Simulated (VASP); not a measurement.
# NaCl in VASP: relaxation of cell and atoms with PBE

Aim: the relaxation of cell and atoms of NaCl with PBE.

All numbers are computed with VASP 6.6.1; they aren't measurements. Logs are shortened: lines on timing, memory, paths and dates and some standing lists are left out, and cuts for length are marked.

## Step 1: The cell of the first run

The cell holds a disordered packing, 10 atoms: a = 6.008 Å, b = 6.666 Å, c = 6.416 Å, α = 91.75°, β = 100.70°, γ = 80.79°.

## Step 2: Relaxation of cell and atoms, PBE

Input file INCAR:

```
SYSTEM = NaCl
PREC = Accurate ; ENCUT = 600
EDIFF = 1E-7 ; ISMEAR = 0
SIGMA = 0.1 ; LREAL = .FALSE.
LASPH = .TRUE. ; NELM = 100
ALGO = Normal ; ISIF = 3
LWAVE = .FALSE. ; LCHARG = .FALSE.
GGA = PE ; IBRION = 2
NSW = 90 ; EDIFFG = -0.04
ISYM = 0
```

Input file KPOINTS:

```
Automatic mesh
0
Gamma
  2 1 1
  0.5 0 0
```

Input file POSCAR:

```
NaCl
1.0
    5.9593500000      0.5049400000     -0.5763190000
    0.5049400000      6.6462790000     -0.0775860000
   -0.5763190000     -0.0775860000      6.3895400000
Na Cl
5 5
Direct
    0.1899494147      0.6071707182      0.7534660745
    0.7111228518      0.2965013828      0.8607818138
    0.1225449932      0.9711377107      0.0842618171
    0.8428076511      0.9335596122      0.4610193758
    0.2999175169      0.1913772159      0.5147278206
    0.8533775766      0.5944240983      0.0734932209
    0.4373985487      0.4165610118      0.2201254150
    0.7731849299      0.5572017824      0.5901731627
    0.5191228966      0.9061080952      0.8770041853
    0.3551690574      0.7827651486      0.4259293331
```

Potentials or basis: VASP PAW PBE potentials, release 64 (Na_pv, Cl).

Command:

```bash
$ cat potpaw_PBE.64/Na_pv/POTCAR potpaw_PBE.64/Cl/POTCAR > POTCAR
$ mpirun -np 1 vasp_std > vasp.out
```

OUTCAR:

```text
SYSTEM = NaCl
   PREC = Accurate
   ENCUT = 600
   EDIFF = 1E-7
   ISMEAR = 0
   LREAL = .FALSE.
   LASPH = .TRUE.
   NELM = 100
   ISIF = 3
   GGA = PE
   IBRION = 2
   NSW = 90
   EDIFFG = -0.04
   ISYM = 0

 ion  position               nearest neighbor table
   1  0.190  0.607  0.753-   8 2.60
   2  0.711  0.297  0.861-   6 2.55   8 2.61
   3  0.123  0.971  0.084-  10 2.61
   4  0.843  0.934  0.461-
   5  0.300  0.191  0.515-
   6  0.853  0.594  0.073-   2 2.55
   7  0.437  0.417  0.220-
   8  0.773  0.557  0.590-   1 2.60   2 2.61
   9  0.519  0.906  0.877-
  10  0.355  0.783  0.426-   3 2.61

IMPORTANT INFORMATION: All symmetrisations will be switched off!
NOSYMM: (Re-)initialisation of all symmetry stuff for point group C_1.

----------------------------------------------------------------------------------------

                                     Primitive cell

  volume of cell :     249.2464

  direct lattice vectors                    reciprocal lattice vectors
     5.959350000  0.504940000 -0.576319000     0.170356117 -0.012764960  0.015210654
     0.504940000  6.646279000 -0.077586000    -0.012764960  0.151437952  0.000687495
    -0.576319000 -0.077586000  6.389540000     0.015210654  0.000687495  0.157886097

  length of vectors
     6.008407478  6.665883928  6.415947677     0.171509518  0.151976545  0.158618587

  position of ions in fractional coordinates (direct lattice)
     0.189949415  0.607170718  0.753466074
     0.711122852  0.296501383  0.860781814
     0.122544993  0.971137711  0.084261817
     0.842807651  0.933559612  0.461019376
     0.299917517  0.191377216  0.514727821
     0.853377577  0.594424098  0.073493221
     0.437398549  0.416561012  0.220125415
     0.773184930  0.557201782  0.590173163
     0.519122897  0.906108095  0.877004185
     0.355169057  0.782765149  0.425929333

  ion indices of the primitive-cell ions
   primitive index   ion index
                 1           1
                 2           2
                 3           3
                 4           4
                 5           5
                 6           6
                 7           7
                 8           8
                 9           9
                10          10

----------------------------------------------------------------------------------------

 KPOINTS: Automatic mesh

Automatic generation of k-mesh.
 Grid dimensions read from file:
 generate k-points for:    2    1    1

 Generating k-lattice:

  Cartesian coordinates                     Fractional coordinates (reciprocal lattice)
[... 57 lines left out ...]
  volume/ion in A,a.u.               =      24.92       168.20
  Fermi-wavevector in a.u.,A,eV,Ry     =   1.072090  2.025956 15.638221  1.149377
  Thomas-Fermi vector in A             =   2.207850
   LORBIT       =      0    0 simple, 1 ext, 2 COOP (PROOUT), +10 PAW based schemes
   GGA     = PE    functional components
   LHFCALC =     F    Hartree Fock is set to
   AEXX    =    0.0000 exact exchange contribution
   IVDW    =     0    specifies the selected vdW correction
   LEPSILON=     F    determine dielectric tensor
   LRPA    =     F    only Hartree local field effects (RPA)
 conjugate gradient relaxation of ions
 non-spin polarized calculation
 Gauss-broadening in eV      SIGMA  =   0.10
  energy-cutoff  :      600.00
  volume of cell :      249.25
 maximum number of plane-waves:      8328
 NGX is ok and might be reduce to    48
   NGX = 23   NGY = 27   NGZ = 25

--------------------------------------- Ionic step        1  -------------------------------------------

 number of electron      70.0000007 magnetization

 Free energy of the ion-electron system (eV)
  ---------------------------------------------------
  ext. energy  EPLUGINS =         0.00000000
  ---------------------------------------------------
  free energy    TOTEN  =       -24.72053392 eV

  energy without entropy =      -24.72053392  energy(sigma->0) =      -24.72053392

------------------------ aborting loop because EDIFF is reached ----------------------------------------

  FORCE on cell =-STRESS in cart. coord.  units (eV):
  Direction    XX          YY          ZZ          XY          YZ          ZX
  --------------------------------------------------------------------------------------
  -------------------------------------------------------------------------------------
  Total        2.3163989      1.5715234     11.0541702     -4.1460122      5.1977085      4.5513135
  in kB       14.8900130     10.1018884     71.0571631    -26.6509257     33.4113203     29.2562375
  external PRESSURE =      32.0163549 kB  Pullay stress =       0.0000000 kB
[... 75 lines left out ...]
--------------------------------------- Ionic step        3  -------------------------------------------

 number of electron      69.9999994 magnetization

 E-fermi :   0.2951     XC(G=0):  -7.0166

 val. band max:       -0.2656348818   @ k =   0.2500   0.0000  -0.0000
 cond. band min:       1.6074729121   @ k =   0.2500   0.0000  -0.0000
 fundamental gap:      1.8731077939
 Fermi energy:         0.2950568342

 k-point     1 :       0.2500    0.0000   -0.0000
  band No.  band energies     occupation
      1     -24.5399      2.00000
      2     -24.4981      2.00000
      3     -24.4843      2.00000
      4     -23.9496      2.00000
      5     -23.9422      2.00000
      6     -23.9117      2.00000
[... 71 lines left out ...]
  FREE ENERGIE OF THE ION-ELECTRON SYSTEM (eV)
  ---------------------------------------------------
  free  energy   TOTEN  =       -28.5799895594 eV

  energy  without entropy=      -28.5799895594  energy(sigma->0) =      -28.57998956

[... ionic steps 4 to 51 ...]

--------------------------------------- Ionic step       52  -------------------------------------------

 number of electron      69.9999993 magnetization

------------------------ aborting loop because EDIFF is reached ----------------------------------------
[... 83 lines left out ...]
--------------------------------------- Ionic step       54  -------------------------------------------

 number of electron      69.9999998 magnetization

 Free energy of the ion-electron system (eV)
  ---------------------------------------------------
  ext. energy  EPLUGINS =         0.00000000
  ---------------------------------------------------
  free energy    TOTEN  =       -34.08133258 eV

  energy without entropy =      -34.08133258  energy(sigma->0) =      -34.08133258

 E-fermi :  -0.4675     XC(G=0):  -8.1504

 val. band max:       -0.9728779596   @ k =   0.2500   0.0000  -0.0000
 cond. band min:       5.6234151198   @ k =   0.2500   0.0000  -0.0000
 fundamental gap:      6.5962930794
 Fermi energy:        -0.4674603333

 k-point     1 :       0.2500    0.0000   -0.0000
  band No.  band energies     occupation
      1     -21.6185      2.00000
      2     -21.6146      2.00000
      3     -21.6103      2.00000
      4     -21.6090      2.00000
      5     -21.6067      2.00000
      6     -21.6049      2.00000
[... 71 lines left out ...]
  FREE ENERGIE OF THE ION-ELECTRON SYSTEM (eV)
  ---------------------------------------------------
  free  energy   TOTEN  =       -34.0813325802 eV

  energy  without entropy=      -34.0813325802  energy(sigma->0) =      -34.08133258

 reached required accuracy - stopping structural energy minimisation
```

CONTCAR:

```text
NaCl
   1.00000000000000
     3.7848044696809695    0.5881822638224310    0.3777360722971834
     0.9363393665395950    6.9296615486994977   -0.5495569469643303
     1.0639176147605274   -0.6122890170322915    8.9714361851978879
  Na              Cl
     5     5
Direct
     0.0630375782372659    0.7751246280084749    0.7361365551549021
     0.6661186714173295    0.3756706219353291    0.9368152998703715
     0.2607944300650093    0.9764224443668458    0.1358507155748385
     0.8523998639642285    0.5760150793611232    0.3364366581128582
     0.4586321583976684    0.1753344767655746    0.5362356322001982
     0.9647250819942923    0.6761399923859536    0.0361270439792748
     0.5564505278452493    0.2757396234175348    0.2361174905835118
     0.7610287142049399    0.4751316835011904    0.6357965523941618
     0.3651568512617119    0.0750881634222721    0.8355624401007387
     0.1562515595123172    0.8761400629357003    0.4359038308291416

  0.00000000E+00  0.00000000E+00  0.00000000E+00
  0.00000000E+00  0.00000000E+00  0.00000000E+00
  0.00000000E+00  0.00000000E+00  0.00000000E+00
  0.00000000E+00  0.00000000E+00  0.00000000E+00
  0.00000000E+00  0.00000000E+00  0.00000000E+00
  0.00000000E+00  0.00000000E+00  0.00000000E+00
  0.00000000E+00  0.00000000E+00  0.00000000E+00
  0.00000000E+00  0.00000000E+00  0.00000000E+00
  0.00000000E+00  0.00000000E+00  0.00000000E+00
  0.00000000E+00  0.00000000E+00  0.00000000E+00
```

It took 9.8 min on 1 thread of Intel Xeon 6975P-C (Granite Rapids), shared host; peak memory 0.37 GiB.

Results:

- Free energy: -34.0813 eV
- Relaxed volume: 22.57 Å³/atom
- Relaxed cell: a = 3.849 Å, b = 7.014 Å, c = 9.055 Å, α = 97.40°, β = 78.32°, γ = 74.06°
- Space group after relaxing (to 0.1 Å): Immm (No. 71)
- Energy gained by relaxing: 936.1 meV/atom
- Ionic steps: 54
- Pressure after relaxing: 0.0 GPa
- Largest force after relaxing: 0.027 eV/Å

Forces on the atoms (eV/Å):
```
Na  -0.003  0.000 -0.004
Na  -0.013 -0.003 -0.013
Na  -0.002 -0.008  0.002
Na   0.027  0.005 -0.001
Na   0.001  0.003 -0.002
Cl  -0.015 -0.010  0.000
Cl   0.011  0.007 -0.002
Cl  -0.002  0.006  0.008
Cl  -0.011  0.008  0.010
Cl   0.007 -0.009  0.001
```

Step by step:
```
step  energy change (eV)  largest force (eV/Å)  pressure (GPa)  volume (Å³)
   1              0.0000                3.1385            3.20       249.25
   3             -3.8595                1.0899           -0.76       293.74
   5             -4.5797                1.0122           -0.98       328.72
   7             -5.6300                0.8980            2.39       286.97
   9             -6.0364                0.5739            0.75       300.28
  11             -6.4764                0.3934           -0.51       315.00
  13             -6.5939                0.3727           -0.14       305.68
  15             -6.6911                0.2471            0.17       297.20
  17             -6.7677                0.2686           -0.17       296.99
  19             -6.8462                0.3241           -0.12       291.39
  21             -6.9433                0.4422            0.51       282.93
  23             -6.9315                2.3806            1.15       282.71
  25             -7.1544                0.6111            0.35       287.24
  27             -7.3638                0.4728           -1.52       315.40
  29             -7.4974                0.5291           -1.09       304.09
  31             -7.8778                0.7800           -0.65       277.21
  33             -8.1924                0.5995            0.01       259.10
  35             -8.5464                0.3278           -0.29       253.35
  37             -8.7350                0.2956           -0.32       248.01
  39             -8.8731                0.2753            0.29       236.52
  41             -9.0272                0.3215           -0.29       235.47
  43             -9.1960                0.3915           -0.32       231.42
  45             -9.2373                0.3533            0.22       225.87
  47             -9.3119                0.1871           -0.40       230.03
  49             -9.3358                0.2091            0.33       223.24
  51             -9.3541                0.0718           -0.04       226.21
  53             -9.3596                0.0411            0.00       225.74
  54             -9.3608                0.0271            0.00       225.74
```

Final structure:
```yaml
crystal:
  lattice:
    - [3.78480, 0.58818, 0.37774]
    - [0.93634, 6.92966, -0.54956]
    - [1.06392, -0.61229, 8.97144]
  atoms:
    - { symbol: Na, position: [0.06304, 0.77512, 0.73614] }
    - { symbol: Na, position: [0.66612, 0.37567, 0.93682] }
    - { symbol: Na, position: [0.26079, 0.97642, 0.13585] }
    - { symbol: Na, position: [0.85240, 0.57602, 0.33644] }
    - { symbol: Na, position: [0.45863, 0.17533, 0.53624] }
    - { symbol: Cl, position: [0.96473, 0.67614, 0.03613] }
    - { symbol: Cl, position: [0.55645, 0.27574, 0.23612] }
    - { symbol: Cl, position: [0.76103, 0.47513, 0.63580] }
    - { symbol: Cl, position: [0.36516, 0.07509, 0.83556] }
    - { symbol: Cl, position: [0.15625, 0.87614, 0.43590] }
```

Caveat: the k points lie up to 0.95 Å⁻¹ apart in the final cell, too coarse for converged energies, forces and pressures; a cell axis changed by over 15 % at a fixed basis, so the end point is rough.
